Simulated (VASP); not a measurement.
ZnGe3, 4 atoms in the cell. Symmetry: Pm-3m, No. 221, cubic system. The conventional cell has a = 4.180 Å, b = 4.180 Å, c = 4.180 Å, α = 90.00°, β = 90.00°, γ = 90.00°. Ge (site symmetry 4/mmm) has 8 Ge at 2.96 Å and 4 Zn at 2.96 Å within 3.9 Å. Zn (site symmetry m-3m) has 12 Ge at 2.96 Å within 3.9 Å. 

| Item | Value |
| --- | --- |
| Program | VASP 6.6.1 |
| Task | single point |
| Functional | r2SCAN |
| Potentials or basis | VASP PAW PBE potentials, release 64 (Ge_d, Zn) |
| Cutoff | 520 eV |
| k mesh | 8 × 8 × 8 |
| Occupations | gaussian, width 0.02 eV |
| Spin | no spin polarisation |
| Dipole correction | no |
| Further INCAR settings | ALGO = Normal; EDIFF = 1e-06; NBANDS = 35 |

Potentials or basis: VASP PAW PBE potentials, release 64 (Ge_d, Zn).

Run with:

```bash
$ cat potpaw_PBE.64/Ge_d/POTCAR potpaw_PBE.64/Zn/POTCAR > POTCAR
$ cp INCAR.step1 INCAR
$ mpirun -np 1 vasp_std > vasp.out
$ cp INCAR.step2 INCAR
$ mpirun -np 1 vasp_std > vasp.out
```

Hardware: 1 thread of Intel Xeon 8259CL, on a shared host.

Question: Estimate the wall time of this run.

Answer: Run time: 4.6 min on 1 thread of Intel Xeon 8259CL, on a shared host, peak memory 0.23 GiB. Counts: k points 35.
